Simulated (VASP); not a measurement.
Set up this calculation in VASP 6.6.1, as the native input.

| Property | Result |
| --- | --- |
| Task | single point |
| Functional | PBE |
| Potentials or basis | VASP PAW PBE potentials, release 64 (Zn, S) |
| Cutoff | 520 eV |
| k mesh | 8 × 8 × 8 |
| Occupations | gaussian, width 0.01 eV |
| Spin | no spin polarisation |
| Dipole correction | no |
| Further INCAR settings | ALGO = Normal; EDIFF = 1e-07; NBANDS = 16 |

The structure of ZnS lies in POSCAR:

```
ZnS
1.0
    3.8212050000      0.0000000000      0.0000000000
    1.9106025000      3.3092606031      0.0000000000
    1.9106025000      1.1030868677      3.1200008175
Zn S
1 1
Direct
    0.2500000000      0.2500000000      0.2500000000
    0.0000000000      0.0000000000      0.0000000000
```

One way to write it, as run:

INCAR

```
  PREC = Accurate
  ENCUT = 520
  EDIFF = 1E-7
  ISMEAR = 0
  SIGMA = 0.01
  LREAL = False
  LASPH = True
  NELM = 80
  ALGO = Normal
  ISIF = 2
  LWAVE = False
  LCHARG = False
  GGA = PE
  NBANDS = 16
```

KPOINTS

```
regular mesh
0
Gamma
  8 8 8
```

Potentials or basis: VASP PAW PBE potentials, release 64 (Zn, S).

Command:

```bash
$ cat potpaw_PBE.64/Zn/POTCAR potpaw_PBE.64/S/POTCAR > POTCAR
$ mpirun -np 1 vasp_std > vasp.out
```

Results of the run:

- Pressure: 1.8 GPa
- Band gap on the k mesh: 2.11 eV, direct

It took 25 s on 1 thread of AMD EPYC 7R13, with other jobs on the host, peak memory 0.13 GiB.
